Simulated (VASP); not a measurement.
# MoS2 (P6_3/mmc) in VASP: further runs, part 2 of 2

VASP 6.6.1. Earlier steps stand in the parts before.

## Step 3: Single point, PBEsol

This run uses another cell than the first one, of 14.35 Å³/atom.

INCAR

```
PREC = Accurate ; ENCUT = 520
EDIFF = 1E-6 ; ISMEAR = -1
SIGMA = 0.05 ; LREAL = F
LASPH = T ; NELM = 80
ALGO = Normal ; ISIF = 2
LWAVE = F ; LCHARG = F
GGA = PS ; NBANDS = 35
```

KPOINTS

```
regular mesh
0
Gamma
  10 10 2
```

POSCAR

```
MoS2
1.0
    3.0102365599      0.0000000000      0.0000000000
   -1.5051182799      2.6069413323      0.0000000000
    0.0000000000      0.0000000000     10.9749879874
Mo S
2 4
Direct
    0.3333333333      0.6666666667      0.7500013312
    0.6666666667      0.3333333333      0.2499986688
    0.6666666667      0.3333333333      0.6066536788
    0.3333333333      0.6666666667      0.1066509025
    0.6666666667      0.3333333333      0.8933490975
    0.3333333333      0.6666666667      0.3933463212
```

Potentials or basis: VASP PAW PBE potentials, release 64 (Mo_sv, S).

The run is started by

```console
cat potpaw_PBE.64/Mo_sv/POTCAR potpaw_PBE.64/S/POTCAR > POTCAR
mpirun -np 1 vasp_std > vasp.out
```

OUTCAR:

```text
PREC = Accurate
   ENCUT = 520
   EDIFF = 1E-6
   ISMEAR = -1
   LREAL = F
   LASPH = T
   NELM = 80
   ISIF = 2
   GGA = PS

 ion  position               nearest neighbor table
   1  0.333  0.667  0.750-   3 2.34   3 2.34   3 2.34   5 2.34   5 2.34   5 2.34
   2  0.667  0.333  0.250-   6 2.34   6 2.34   6 2.34   4 2.34   4 2.34   4 2.34
   3  0.667  0.333  0.607-   1 2.34   1 2.34   1 2.34
   4  0.333  0.667  0.107-   2 2.34   2 2.34   2 2.34
   5  0.667  0.333  0.893-   1 2.34   1 2.34   1 2.34
   6  0.333  0.667  0.393-   2 2.34   2 2.34   2 2.34

  LATTYP: Found a hexagonal cell.
 ALAT       =     3.0102365599
 C/A-ratio  =     3.6458888758

  Lattice vectors:

 A1 = (   3.0102365599,   0.0000000000,   0.0000000000)
 A2 = (  -1.5051182799,   2.6069413323,   0.0000000000)
 A3 = (   0.0000000000,   0.0000000000,  10.9749879874)

Analysis of symmetry for initial positions (statically):
=====================================================================
 Subroutine PRICEL returns:
 Original cell was already a primitive cell.

 Routine SETGRP: Setting up the symmetry group for a
 hexagonal supercell.

 Subroutine GETGRP returns: Found 24 space group operations
 (whereof 12 operations were pure point group operations)
 out of a pool of 24 trial point group operations.

The static configuration has the point symmetry D_3d.
 The point group associated with its full space group is D_6h.

Analysis of symmetry for dynamics (positions and initial velocities):
=====================================================================
 Subroutine PRICEL returns:
 Original cell was already a primitive cell.

 Routine SETGRP: Setting up the symmetry group for a
 hexagonal supercell.

 Subroutine GETGRP returns: Found 24 space group operations
 (whereof 12 operations were pure point group operations)
 out of a pool of 24 trial point group operations.

The dynamic configuration has the point symmetry D_3d.
 The point group associated with its full space group is D_6h.

 Subroutine INISYM returns: Found 24 space group operations
 (whereof 12 operations are pure point group operations),
 and found     1 'primitive' translations

----------------------------------------------------------------------------------------

                                     Primitive cell

  volume of cell :      86.1263

  direct lattice vectors                    reciprocal lattice vectors
     3.010236560  0.000000000  0.000000000     0.332199806  0.191795647  0.000000000
    -1.505118280  2.606941332  0.000000000     0.000000000  0.383591294  0.000000000
     0.000000000  0.000000000 10.974987987     0.000000000  0.000000000  0.091116273

  length of vectors
     3.010236560  3.010236560 10.974987987     0.383591294  0.383591294  0.091116273

  position of ions in fractional coordinates (direct lattice)
     0.333333333  0.666666667  0.750001331
     0.666666667  0.333333333  0.249998669
     0.666666667  0.333333333  0.606653679
     0.333333333  0.666666667  0.106650903
     0.666666667  0.333333333  0.893349098
[... 33 lines left out ...]
 ===========================================

 Found     28 irreducible k-points:

 Following reciprocal coordinates:
            Coordinates               Weight
  0.000000  0.000000  0.000000      1.000000
  0.100000  0.000000  0.000000      6.000000
  0.200000  0.000000  0.000000      6.000000
  0.300000  0.000000  0.000000      6.000000
  0.400000 -0.000000  0.000000      6.000000
  0.500000  0.000000  0.000000      3.000000
[... 16 lines left out ...]
  0.300000  0.100000  0.500000     12.000000
  0.400000  0.100000  0.500000     12.000000
 [... further k-points ...]
   k-points           NKPTS =     28   k-points in BZ     NKDIM =     28   number of bands    NBANDS=     35
   number of dos      NEDOS =    301   number of ions     NIONS =      6
   total plane-waves  NPLWV =  48384
   dimension x,y,z NGX =    24 NGY =   24 NGZ =   84
   dimension x,y,z NGXF=    48 NGYF=   48 NGZF=  168
   ions per type =               2   4
   NGX,Y,Z   is equivalent  to a cutoff of  13.25, 13.25, 12.72 a.u.
   NGXF,Y,Z  is equivalent  to a cutoff of  26.51, 26.51, 25.45 a.u.
 SYSTEM =  unknown system
   PREC   = accura    normal or accurate (medium, high low for compatibility)
   ISTART =      0    job   : 0-new  1-cont  2-samecut
   ICHARG =      2    charge: 1-file 2-atom 10-const
   ISPIN  =      1    spin polarized calculation?
   LNONCOLLINEAR =      F non collinear calculations
   LSORBIT =      F    spin-orbit coupling
   LASPH  =      T    aspherical Exc in radial PAW
   ENCUT  =  520.0 eV  38.22 Ry    6.18 a.u.   5.60  5.60 20.41*2*pi/ulx,y,z
   NELM   =     80;   NELMIN=  2; NELMDL= -5     # of ELM steps
   EDIFF  = 0.1E-05   stopping-criterion for ELM
   LREAL  =      F    real-space projection
   EDIFFG = 0.1E-04   stopping-criterion for IOM
   NSW    =      0    number of steps for IOM
   IBRION =     -1    ionic relax: 0-MD 1-quasi-New 2-CG
   NFREE  =      0    steps in history (QN), initial steepest desc. (CG)
   ISIF   =      2    stress and relaxation
   ISYM   =      2    0-nonsym 1-usesym 2-fastsym
   POTIM  = 0.5000    time-step for ionic-motion
   TEBEG  =    0.0;   TEEND  =   0.0 temperature during run
   PSTRESS=    0.0 pullay stress
   NELECT =      52.0000    total number of electrons
   NUPDOWN=      -1.0000    fix difference up-down
   EMIN   =  10.00;   EMAX   =-10.00  energy-range for DOS
   EFERMI =   0.00;   METHOD = LEGACY
   ISMEAR =    -1;   SIGMA  =   0.05  broadening in eV -4-tet -1-fermi 0-gaus
   EFERMI_NEDOS =   21; number of points for ismear=-14 and -15
   IALGO  =     38    algorithm
   IMIX   =      4    mixing-type and parameters
     AMIX     =   0.40;   BMIX     =  1.00
     AMIX_MAG =   1.60;   BMIX_MAG =  1.00
  volume/ion in A,a.u.               =      14.35        96.87
  Fermi-wavevector in a.u.,A,eV,Ry     =   1.383664  2.614746 26.048707  1.914526
  Thomas-Fermi vector in A             =   2.508241
   LORBIT       =      0    0 simple, 1 ext, 2 COOP (PROOUT), +10 PAW based schemes
   GGA     = PS    functional components
   LHFCALC =     F    Hartree Fock is set to
   AEXX    =    0.0000 exact exchange contribution
   IVDW    =     0    specifies the selected vdW correction
   LEPSILON=     F    determine dielectric tensor
   LRPA    =     F    only Hartree local field effects (RPA)
 non-spin polarized calculation
  energy-cutoff  :      520.00
  volume of cell :       86.13
 maximum number of plane-waves:      2368
 NGX is ok and might be reduce to    24
   NGX = 11   NGY = 11   NGZ = 41

 number of electron      52.0000000 magnetization

 Free energy of the ion-electron system (eV)
  ---------------------------------------------------
  ext. energy  EPLUGINS =         0.00000000
  ---------------------------------------------------
  free energy    TOTEN  =       -45.98037312 eV

  energy without entropy =      -45.97826606  energy(sigma->0) =      -45.97931959

 E-fermi :  10.9543     XC(G=0): -12.3013

 val. band max:       10.8515230299   @ k =   0.0000   0.0000   0.5000
 cond. band min:      11.0241937603   @ k =   0.0000   0.0000   0.0000
 fundamental gap:      0.1726707304
 Fermi energy:        10.9543274449

 k-point     1 :       0.0000    0.0000    0.0000
  band No.  band energies     occupation
      1     -50.7343      2.00000
      2     -50.7342      2.00000
      3     -25.0568      2.00000
      4     -25.0557      2.00000
      5     -24.6082      2.00000
      6     -24.6082      2.00000
[... 901 lines left out ...]
     34      14.5598      0.00000
     35      17.0298      0.00000

 [... further k-points ...]

------------------------ aborting loop because EDIFF is reached ----------------------------------------

  FORCE on cell =-STRESS in cart. coord.  units (eV):
  Direction    XX          YY          ZZ          XY          YZ          ZX
  --------------------------------------------------------------------------------------
  -------------------------------------------------------------------------------------
  Total       10.7613721     10.7613721     10.7601352      0.0000000      0.0000000      0.0000000
  in kB      200.1899596    200.1899596    200.1669501      0.0000000      0.0000000      0.0000000
  external PRESSURE =     200.1822898 kB  Pullay stress =       0.0000000 kB

 VOLUME and BASIS-vectors are now :
 -----------------------------------------------------------------------------
  energy-cutoff  :      520.00
  volume of cell :       86.13
      direct lattice vectors                 reciprocal lattice vectors
     3.010236560  0.000000000  0.000000000     0.332199806  0.191795647  0.000000000
    -1.505118280  2.606941332  0.000000000     0.000000000  0.383591294  0.000000000
     0.000000000  0.000000000 10.974987987     0.000000000  0.000000000  0.091116273

 POSITION                                       TOTAL-FORCE (eV/Angst)
 -----------------------------------------------------------------------------------
     -0.00000      1.73796      8.23126         0.000000     -0.000000      0.000000
      1.50512      0.86898      2.74373        -0.000000      0.000000      0.000000
      1.50512      0.86898      6.65802         0.000000      0.000000      0.013436
     -0.00000      1.73796      1.17049         0.000000     -0.000000      0.013436
      1.50512      0.86898      9.80450         0.000000      0.000000     -0.013436
     -0.00000      1.73796      4.31697         0.000000     -0.000000     -0.013436
 -----------------------------------------------------------------------------------
    total drift:                                0.020253     -0.011693      0.027583

  FREE ENERGIE OF THE ION-ELECTRON SYSTEM (eV)
  ---------------------------------------------------
  free  energy   TOTEN  =       -45.9803731233 eV

  energy  without entropy=      -45.9782660559  energy(sigma->0) =      -45.97931959
```

Wall time 33 s (1 thread of Intel Xeon 6975P-C (Granite Rapids), shared host); peak memory 0.24 GiB.

What came out:

```
Free energy            : -45.9804 eV
Pressure               : 20.0 GPa
Largest force          : 0.013 eV/Å
Band gap on the k mesh : 0.01 eV (least direct gap 1.47 eV)
```

Forces in eV/Å, atoms in the order of the input:
```
Mo   0.000  0.000  0.000
Mo   0.000  0.000  0.000
S    0.000  0.000  0.013
S    0.000  0.000  0.013
S    0.000  0.000 -0.013
S    0.000  0.000 -0.013
```

Caveat: the cell stands under pressure; the smearing spreads over this small gap; semilocal functionals underestimate gaps, and a narrow one can read as zero; the PAW data sets were made with another functional, which shifts forces and pressure a little.

The gap in the log of VASP goes by the Fermi energy; the results here count the filled bands.